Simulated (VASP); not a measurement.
Set up this calculation in VASP 6.6.1, as the native input.

| Quantity | Value |
| --- | --- |
| Task | relaxation of shape and atoms at fixed volume |
| Functional | r2SCAN |
| Potentials or basis | VASP PAW PBE potentials, release 64 (Si, O) |
| Cutoff | 600 eV |
| k mesh | 8 × 8 × 11 |
| Occupations | fermi-dirac, width 0.08 eV |
| Spin | no spin polarisation |
| Dipole correction | no |
| Further INCAR settings | ALGO = Normal; EDIFF = 1e-07; IBRION = 2; EDIFFG = -0.005; NSW = 50; ISIF = 4 |

The system is SiO2 (rutile type).

```xyz
6
Lattice="3.5687 0.0000 0.0000 0.0000 3.5687 0.0000 0.0000 0.0000 2.2757" Properties=species:S:1:pos:R:3 pbc="T T T"
Si    0.0000    0.0000    0.0000
Si    1.7843    1.7843    1.1379
O     1.0924    1.0924    0.0000
O     2.4763    2.4763    0.0000
O     2.8767    0.6920    1.1379
O     0.6920    2.8767    1.1379
```

These files were run (other wordings do the same):

POSCAR

```
SiO2
1.0
    3.5686780535      0.0000000000      0.0000000000
    0.0000000000      3.5686780535      0.0000000000
    0.0000000000      0.0000000000      2.2757473674
Si O
2 4
Direct
    0.0000000000      0.0000000000      0.0000000000
    0.5000000000      0.5000000000      0.5000000000
    0.3060968949      0.3060968949      0.0000000000
    0.6939031051      0.6939031051      0.0000000000
    0.8060968949      0.1939031051      0.5000000000
    0.1939031051      0.8060968949      0.5000000000
```

INCAR.step1

```
PREC = Accurate
ENCUT = 600
ISMEAR = -1
SIGMA = 0.08
LREAL = F
LASPH = T
NELM = 60
GGA = PE
ALGO = Normal
EDIFF = 1E-4
LWAVE = T
LCHARG = F
```

INCAR.step2

```
PREC = Accurate
ENCUT = 600
EDIFF = 1E-7
ISMEAR = -1
SIGMA = 0.08
LREAL = F
LASPH = T
NELM = 60
ALGO = Normal
ISIF = 4
LWAVE = F
LCHARG = F
METAGGA = R2SCAN
LMIXTAU = T
IBRION = 2
NSW = 50
EDIFFG = -0.005
ISTART = 1
```

KPOINTS

```
regular mesh
0
Gamma
  8 8 11
```

Potentials or basis: VASP PAW PBE potentials, release 64 (Si, O).

Command:

```console
$ cat potpaw_PBE.64/Si/POTCAR potpaw_PBE.64/O/POTCAR > POTCAR
$ cp INCAR.step1 INCAR
$ mpirun -np 1 vasp_std > vasp.out
$ cp INCAR.step2 INCAR
$ mpirun -np 1 vasp_std > vasp.out
```

Results of the run:

| Item | Value |
| --- | --- |
| Pressure after relaxing | 405.9 GPa |
| Largest force after relaxing | 0.004 eV/Å |
| Band gap on the k mesh | 8.16 eV |

Caveat: the PAW data sets were made with another functional, which shifts forces and pressure a little.

It took 12 min on 1 thread of Intel(R) Xeon(R) 6975P-C (Granite Rapids), with other jobs on the host, peak memory 0.18 GiB.
